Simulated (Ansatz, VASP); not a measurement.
**One calculation of SiB6, two programs**

```
CELL_PARAMETERS angstrom
2.92511 1.68881 2.49533
-2.92511 1.68881 2.49533
0.00000 -3.37762 2.49533
ATOMIC_POSITIONS crystal
Si 0.87029 0.87029 0.87029
B 0.52946 0.52946 0.22562
B 0.52946 0.22562 0.52946
B 0.51192 0.51192 0.82148
B 0.51192 0.82148 0.51192
B 0.82148 0.51192 0.51192
B 0.22562 0.52946 0.52946
```

Change from the starting cell: the structure that the rattled cell fell into.

Alike in both runs: functional PBE; k mesh 12 × 12 × 12; occupations gaussian, width 0.1 eV; no spin polarisation.

Ansatz relaxed the structure, and its values are those at the end. VASP's run is a single point on that final structure, the one shown.

|  | VASP | Ansatz |
| --- | --- | --- |
| version | VASP 6.6.1 | Ansatz 0.2.0 |
| potentials or method | VASP PAW PBE potentials, release 64 (Si, B), cutoff 520 eV | scalar-relativistic, plane waves, PAW |
| valence electrons in the cell | 22 | 22 |

```tsv
	VASP	Ansatz	Ansatz less VASP
pressure (GPa)	0.0	0.0	+0.02
rms of the force components (eV/Å)	0.010	0.001	-0.0093
```
